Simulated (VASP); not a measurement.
A run of VASP 6.6.1:

File INCAR:

```
SYSTEM = RbTl3
PREC = Accurate
ENCUT = 520
EDIFF = 1E-7
ISMEAR = -1
SIGMA = 0.1
LREAL = .FALSE.
LASPH = .TRUE.
NELM = 60
ALGO = Normal
ISIF = 2
LWAVE = .FALSE.
LCHARG = .FALSE.
GGA = PS
IVDW = 12
NBANDS = 32
```

File KPOINTS:

```
regular mesh
0
G
  5 5 5
  0 0 0
```

Contents of POSCAR:

```
RbTl3
1.0
    0.0000000000      4.1179970000      4.1179970000
    4.1179970000      0.0000000000      4.1179970000
    4.1179970000      4.1179970000      0.0000000000
Rb Tl
1 3
Direct
    0.0000000000      0.0000000000      0.0000000000
    0.2500000000      0.2500000000      0.2500000000
    0.7500000000      0.7500000000      0.7500000000
    0.5000000000      0.5000000000      0.5000000000
```

Potentials or basis: VASP PAW PBE potentials, release 64 (Rb_sv, Tl_d).

Command:

```bash
$ cat potpaw_PBE.64/Rb_sv/POTCAR potpaw_PBE.64/Tl_d/POTCAR > POTCAR
$ mpirun -np 1 vasp_std > vasp.out
```

Hardware: 1 thread of AMD EPYC 7R13 Processor (Zen 3) (shared host).

Question: Estimate the wall time of this run.

Answer: Run time: 110 s on 1 thread of AMD EPYC 7R13 Processor (Zen 3), with other jobs on the host, peak memory 0.29 GiB. Counts: scf iterations 13, k points 10.
